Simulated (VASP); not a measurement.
# MgO (I4/mmm) in VASP: notebook, part 2 of 2

VASP 6.6.1.

**4. Single point, r2SCAN (epitaxial xy strain -2.0%)**

POSCAR reads:

```
MgO
1.0
    0.0000000000      2.0601240671      2.1293490089
    2.0601240671      0.0000000000      2.1293490089
    2.0601240671      2.0601240671      0.0000000000
Mg O
1 1
Direct
    0.0000000000      0.0000000000      0.0000000000
    0.5000000000      0.5000000000      0.5000000000
```

INCAR.step1 reads:

```
  PREC = Accurate
  ENCUT = 520
  ISMEAR = 0
  SIGMA = 0.01
  LREAL = F
  LASPH = T
  NELM = 100
  NBANDS = 11
  GGA = PE
  ALGO = Normal
  EDIFF = 1E-4
  LWAVE = T
  LCHARG = F
```

INCAR.step2 reads:

```
  PREC = Accurate
  ENCUT = 520
  EDIFF = 1E-7
  ISMEAR = 0
  SIGMA = 0.01
  LREAL = F
  LASPH = T
  NELM = 100
  ALGO = Normal
  ISIF = 2
  LWAVE = F
  LCHARG = F
  METAGGA = R2SCAN
  LMIXTAU = T
  NBANDS = 11
  ISTART = 1
```

KPOINTS reads:

```
Automatic mesh
0
Gamma
  10 10 10
```

Potentials or basis: VASP PAW PBE potentials, release 64 (Mg, O).

On the command line:

```sh
cat potpaw_PBE.64/Mg/POTCAR potpaw_PBE.64/O/POTCAR > POTCAR
cp INCAR.step1 INCAR
mpirun -np 1 vasp_std > vasp.out
cp INCAR.step2 INCAR
mpirun -np 1 vasp_std > vasp.out
```

OUTCAR:

```text
PREC = Accurate
   ENCUT = 520
   EDIFF = 1E-7
   ISMEAR = 0
   LREAL = F
   LASPH = T
   NELM = 100
   ISIF = 2
   METAGGA = R2SCAN
   ISTART = 1

 ion  position               nearest neighbor table
   1  0.000  0.000  0.000-   2 2.06   2 2.06   2 2.06   2 2.06   2 2.13   2 2.13
   2  0.500  0.500  0.500-   1 2.06   1 2.06   1 2.06   1 2.06   1 2.13   1 2.13

  LATTYP: Found a body centered tetragonal cell.
 ALAT       =     2.9134553959
 C/A-ratio  =     1.4617344147

  Lattice vectors:

 A1 = (  -2.0601240671,   0.0000000000,   2.1293490089)
 A2 = (   2.0601240671,   0.0000000000,   2.1293490089)
 A3 = (   0.0000000000,   2.0601240671,  -2.1293490089)

Analysis of symmetry for initial positions (statically):
=====================================================================
 Subroutine PRICEL returns:
 Original cell was already a primitive cell.

 Routine SETGRP: Setting up the symmetry group for a
 body centered tetragonal supercell.

 Subroutine GETGRP returns: Found 16 space group operations
 (whereof 16 operations were pure point group operations)
 out of a pool of 16 trial point group operations.

The static configuration has the point symmetry D_4h.

Analysis of symmetry for dynamics (positions and initial velocities):
=====================================================================
 Subroutine PRICEL returns:
 Original cell was already a primitive cell.

 Routine SETGRP: Setting up the symmetry group for a
 body centered tetragonal supercell.

 Subroutine GETGRP returns: Found 16 space group operations
 (whereof 16 operations were pure point group operations)
 out of a pool of 16 trial point group operations.

The dynamic configuration has the point symmetry D_4h.

 Subroutine INISYM returns: Found 16 space group operations
 (whereof 16 operations are pure point group operations),
 and found     1 'primitive' translations

----------------------------------------------------------------------------------------

                                     Primitive cell

  volume of cell :      18.0744

  direct lattice vectors                    reciprocal lattice vectors
     0.000000000  2.060124067  2.129349009    -0.242703829  0.242703829  0.234813550
     2.060124067  0.000000000  2.129349009     0.242703829 -0.242703829  0.234813550
     2.060124067  2.060124067  0.000000000     0.242703829  0.242703829 -0.234813550

  length of vectors
     2.962809203  2.962809203  2.913455396     0.415869812  0.415869812  0.415869812

  position of ions in fractional coordinates (direct lattice)
     0.000000000  0.000000000  0.000000000
     0.500000000  0.500000000  0.500000000

  ion indices of the primitive-cell ions
   primitive index   ion index
                 1           1
                 2           2

----------------------------------------------------------------------------------------

 KPOINTS: Automatic mesh

Automatic generation of k-mesh.
 Grid dimensions read from file:
 generate k-points for:   10   10   10

 Generating k-lattice:

  Cartesian coordinates                     Fractional coordinates (reciprocal lattice)
    -0.024270383  0.024270383  0.023481355     0.100000000  0.000000000  0.000000000
     0.024270383 -0.024270383  0.023481355     0.000000000  0.100000000  0.000000000
     0.024270383  0.024270383 -0.023481355    -0.000000000 -0.000000000  0.100000000

  Length of vectors
     0.041586981  0.041586981  0.041586981

  Shift w.r.t. Gamma in fractional coordinates (k-lattice)
     0.000000000  0.000000000  0.000000000

 Subroutine IBZKPT returns following result:
 ===========================================

 Found    102 irreducible k-points:

 Following reciprocal coordinates:
            Coordinates               Weight
  0.000000  0.000000  0.000000      1.000000
  0.100000 -0.000000  0.000000      8.000000
  0.200000 -0.000000  0.000000      8.000000
  0.300000  0.000000  0.000000      8.000000
  0.400000 -0.000000  0.000000      8.000000
  0.500000 -0.000000  0.000000      4.000000
[... 16 lines left out ...]
  0.300000  0.300000  0.000000      2.000000
  0.400000  0.300000  0.000000      8.000000
 [... further k-points ...]
   k-points           NKPTS =    102   k-points in BZ     NKDIM =    102   number of bands    NBANDS=     11
   number of dos      NEDOS =    301   number of ions     NIONS =      2
   total plane-waves  NPLWV =  13824
   dimension x,y,z NGX =    24 NGY =   24 NGZ =   24
   dimension x,y,z NGXF=    48 NGYF=   48 NGZF=   48
   ions per type =               1   1
   NGX,Y,Z   is equivalent  to a cutoff of  13.47, 13.47, 13.69 a.u.
   NGXF,Y,Z  is equivalent  to a cutoff of  26.93, 26.93, 27.39 a.u.
 SYSTEM =  unknown system
   PREC   = accura    normal or accurate (medium, high low for compatibility)
   ISTART =      1    job   : 0-new  1-cont  2-samecut
   ICHARG =      0    charge: 1-file 2-atom 10-const
   ISPIN  =      1    spin polarized calculation?
   LNONCOLLINEAR =      F non collinear calculations
   LSORBIT =      F    spin-orbit coupling
   LASPH  =      T    aspherical Exc in radial PAW
   ENCUT  =  520.0 eV  38.22 Ry    6.18 a.u.   5.51  5.51  5.42*2*pi/ulx,y,z
   NELM   =    100;   NELMIN=  2; NELMDL=  0     # of ELM steps
   EDIFF  = 0.1E-06   stopping-criterion for ELM
   LREAL  =      F    real-space projection
   EDIFFG = 0.1E-05   stopping-criterion for IOM
   NSW    =      0    number of steps for IOM
   IBRION =     -1    ionic relax: 0-MD 1-quasi-New 2-CG
   NFREE  =      0    steps in history (QN), initial steepest desc. (CG)
   ISIF   =      2    stress and relaxation
   ISYM   =      2    0-nonsym 1-usesym 2-fastsym
   POTIM  = 0.5000    time-step for ionic-motion
   TEBEG  =    0.0;   TEEND  =   0.0 temperature during run
   PSTRESS=    0.0 pullay stress
   NELECT =       8.0000    total number of electrons
   NUPDOWN=      -1.0000    fix difference up-down
   EMIN   =  10.00;   EMAX   =-10.00  energy-range for DOS
   EFERMI =   0.00;   METHOD = LEGACY
   ISMEAR =     0;   SIGMA  =   0.01  broadening in eV -4-tet -1-fermi 0-gaus
   EFERMI_NEDOS =   21; number of points for ismear=-14 and -15
   IALGO  =     38    algorithm
   IMIX   =      4    mixing-type and parameters
     AMIX     =   0.40;   BMIX     =  1.00
     AMIX_MAG =   1.60;   BMIX_MAG =  1.00
  volume/ion in A,a.u.               =       9.04        60.99
  Fermi-wavevector in a.u.,A,eV,Ry     =   1.247624  2.357667 21.178352  1.556565
  Thomas-Fermi vector in A             =   2.381747
   LORBIT       =      0    0 simple, 1 ext, 2 COOP (PROOUT), +10 PAW based schemes
   METAGGA = R2SCAN    functional components
   LHFCALC =     F    Hartree Fock is set to
   AEXX    =    0.0000 exact exchange contribution
   IVDW    =     0    specifies the selected vdW correction
   LEPSILON=     F    determine dielectric tensor
   LRPA    =     F    only Hartree local field effects (RPA)
 non-spin polarized calculation
 Gauss-broadening in eV      SIGMA  =   0.01
  energy-cutoff  :      520.00
  volume of cell :       18.07
 maximum number of plane-waves:       515
 NGX is ok and might be reduce to    24
   NGX = 11   NGY = 11   NGZ = 11

 number of electron       8.0000002 magnetization

 Free energy of the ion-electron system (eV)
  ---------------------------------------------------
  ext. energy  EPLUGINS =         0.00000000
  ---------------------------------------------------
  free energy    TOTEN  =       -16.14647300 eV

  energy without entropy =      -16.14647300  energy(sigma->0) =      -16.14647300

 E-fermi :   3.1042     XC(G=0): -11.7643

 val. band max:        3.0624766314   @ k =   0.0000   0.0000   0.0000
 cond. band min:       8.9568548724   @ k =   0.0000   0.0000   0.0000
 fundamental gap:      5.8943782410
 Fermi energy:         3.1041668508

 k-point     1 :       0.0000    0.0000    0.0000
  band No.  band energies     occupation
      1     -15.3530      2.00000
      2       2.9989      2.00000
      3       2.9989      2.00000
      4       3.0625      2.00000
      5       8.9569      0.00000
      6      19.8205      0.00000
      7      20.1850      0.00000
      8      20.1850      0.00000
      9      24.3063      0.00000
     10      25.5545      0.00000
     11      26.6725      0.00000
[... 309 lines left out ...]
 k-point    24 :       0.4000    0.3000    0.0000
  band No.  band energies     occupation
      1     -14.1252      2.00000
      2      -0.6901      2.00000
      3       1.7060      2.00000
      4       1.9541      2.00000
      5      13.9710      0.00000
      6      14.4827      0.00000
      7      17.8622      0.00000
      8      23.2027      0.00000
      9      23.3666      0.00000
     10      30.0216      0.00000
     11      31.8410      0.00000

 [... further k-points ...]
[... 5 lines left out ...]
  --------------------------------------------------------------------------------------
  -------------------------------------------------------------------------------------
  Total        0.7624973      0.7624973     -0.1299868      0.0000000      0.0000000     -0.0000000
  in kB       67.5904434     67.5904434    -11.5224860      0.0000000      0.0000000     -0.0000000
  external PRESSURE =      41.2194670 kB  Pullay stress =       0.0000000 kB

 VOLUME and BASIS-vectors are now :
 -----------------------------------------------------------------------------
  energy-cutoff  :      520.00
  volume of cell :       18.07
      direct lattice vectors                 reciprocal lattice vectors
     0.000000000  2.060124067  2.129349009    -0.242703829  0.242703829  0.234813550
     2.060124067  0.000000000  2.129349009     0.242703829 -0.242703829  0.234813550
     2.060124067  2.060124067  0.000000000     0.242703829  0.242703829 -0.234813550

 POSITION                                       TOTAL-FORCE (eV/Angst)
 -----------------------------------------------------------------------------------
      0.00000      0.00000      0.00000         0.000000      0.000000     -0.000000
      2.06012      2.06012      2.12935         0.000000      0.000000      0.000000
 -----------------------------------------------------------------------------------
    total drift:                               -0.000000     -0.000000      0.000000

  FREE ENERGIE OF THE ION-ELECTRON SYSTEM (eV)
  ---------------------------------------------------
  free  energy   TOTEN  =       -16.1464730025 eV

  energy  without entropy=      -16.1464730025  energy(sigma->0) =      -16.14647300
```

OUTCAR.step1:

```text
PREC = Accurate
   ENCUT = 520
   ISMEAR = 0
   LREAL = F
   LASPH = T
[... 558 lines left out ...]
 -----------------------------------------------------------------------------------
      0.00000      0.00000      0.00000         0.000000      0.000000      0.000000
      2.06012      2.06012      2.12935        -0.000000      0.000000      0.000000
 -----------------------------------------------------------------------------------
    total drift:                               -0.000000     -0.000000      0.000000

  FREE ENERGIE OF THE ION-ELECTRON SYSTEM (eV)
  ---------------------------------------------------
  free  energy   TOTEN  =       -11.8686345674 eV

  energy  without entropy=      -11.8686345674  energy(sigma->0) =      -11.86863457
```

Wall time 2.4 min (1 thread of AMD EPYC 7R13 (Zen 3), shared host); peak memory 0.12 GiB.

Results:

```yaml
Free_energy: -16.1465 eV
Pressure: 4.1 GPa
Band_gap_on_the_k_mesh: 5.89 eV, direct
```

Levels at points of the mesh, in eV from the valence-band top:
| k point | band 2 | band 3 | band 4 | band 5 | band 6 | band 7 |
| --- | --- | --- | --- | --- | --- | --- |
| (0.00, 0.00, 0.00) | -0.06 | -0.06 | 0.00 | 5.89 | 16.76 | 17.12 |
| (0.50, 0.00, 0.00) | -4.80 | -0.79 | -0.72 | 8.97 | 14.15 | 17.38 |
| (0.50, 0.50, 0.00) | -4.36 | -1.36 | -1.36 | 10.28 | 11.46 | 14.32 |
| (0.50, 0.00, 0.50) | -4.24 | -1.62 | -1.41 | 9.93 | 11.38 | 14.77 |

Caveat: the cell differs from its parent crystal (epitaxial xy strain -2.0%); the PAW data sets were made with another functional, which shifts forces and pressure a little.

**5. The runs side by side**

| cell | gap on the mesh (eV) | pressure (GPa) |
| --- | --- | --- |
| a = 2.956, b = 2.956, c = 2.854 Å, angles 61.1, 61.1, 57.7°, 2 atoms | 6.12 | 10.9 |
| a = 2.959, b = 2.959, c = 2.884 Å, angles 60.8, 60.8, 58.3°, 2 atoms | 6.01 | 7.3 |
| a = 2.963, b = 2.963, c = 2.913 Å, angles 60.5, 60.5, 58.9°, 2 atoms | 5.89 | 4.1 |

Alike in all rows: task single point; level r2SCAN; potentials or basis VASP PAW PBE potentials, release 64 (Mg, O); no spin polarisation; k mesh 10 × 10 × 10; cutoff (eV) 520; smearing gaussian 0.01 eV.

Caveats: the PAW data sets were made with another functional, which shifts forces and pressure a little.

Total energies depend on the potentials used, so only differences within one code and one set of settings carry meaning.
